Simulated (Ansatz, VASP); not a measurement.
## Si3N4 in VASP and in Ansatz

```
Si N
1.0
     3.82970    0.00000    0.00000
     0.00000    3.82970    0.00000
     0.00000    0.00000    3.82970
Si N
3 4
Direct
  0.50000 0.50000 0.00000
  0.00000 0.50000 0.50000
  0.50000 0.00000 0.50000
  0.50000 0.50000 0.50000
  0.50000 0.00000 0.00000
  0.00000 0.50000 0.00000
  0.00000 0.00000 0.50000
```

Change from the starting cell: species swapped into the W3N4 type (Pm-3m, No. 221).

Alike in both runs: functional PBE; k mesh 10 × 10 × 10; occupations gaussian, width 0.1 eV; no spin polarisation.

Ansatz relaxed the structure, and its values are those at the end. VASP's run is a single point on that final structure, the one shown.

|  | VASP | Ansatz |
| --- | --- | --- |
| version | VASP 6.6.1 | Ansatz 0.2.0 |
| potentials or method | VASP PAW PBE potentials, release 64 (Si, N), cutoff 520 eV | scalar-relativistic, plane waves, PAW |
| valence electrons in the cell | 32 | 32 |

Ansatz gave:

- gap on the k mesh at the Fermi level (eV): none
- pressure (GPa): 0.0

Estimate VASP's values.

gap on the k mesh at the Fermi level (eV): none; pressure (GPa): 0.1.

A gap of «none» marks a metal or a gap that the smearing closes. With one functional, cell and mesh, what is left measures potentials, basis and numerics.
